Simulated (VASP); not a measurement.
Here is a VASP 6.6.1 calculation.

INCAR

```
PREC = Accurate ; ENCUT = 520
EDIFF = 1E-6 ; ISMEAR = -1
SIGMA = 0.05 ; LREAL = False
LASPH = True ; NELM = 60
ALGO = Normal ; ISIF = 2
LWAVE = False ; LCHARG = False
NBANDS = 36
```

File KPOINTS:

```
regular mesh
0
Gamma
  7 7 7
```

POSCAR

```
GaGe3
1.0
    0.0000000000      3.3871670000      3.3871670000
    3.3871670000      0.0000000000      3.3871670000
    3.3871670000      3.3871670000      0.0000000000
Ge Ga
3 1
Direct
    0.5000000000      0.5000000000      0.5000000000
    0.7500000000      0.7500000000      0.7500000000
    0.2500000000      0.2500000000      0.2500000000
    0.0000000000      0.0000000000      0.0000000000
```

Potentials or basis: VASP PAW LDA potentials, release 64 (Ge_d, Ga_d).

Launch:

```console
$ cat potpaw_LDA.64/Ge_d/POTCAR potpaw_LDA.64/Ga_d/POTCAR > POTCAR
$ mpirun -np 1 vasp_std > vasp.out
```

Problem. Predict the pressure.

Solution. -5.5 GPa.
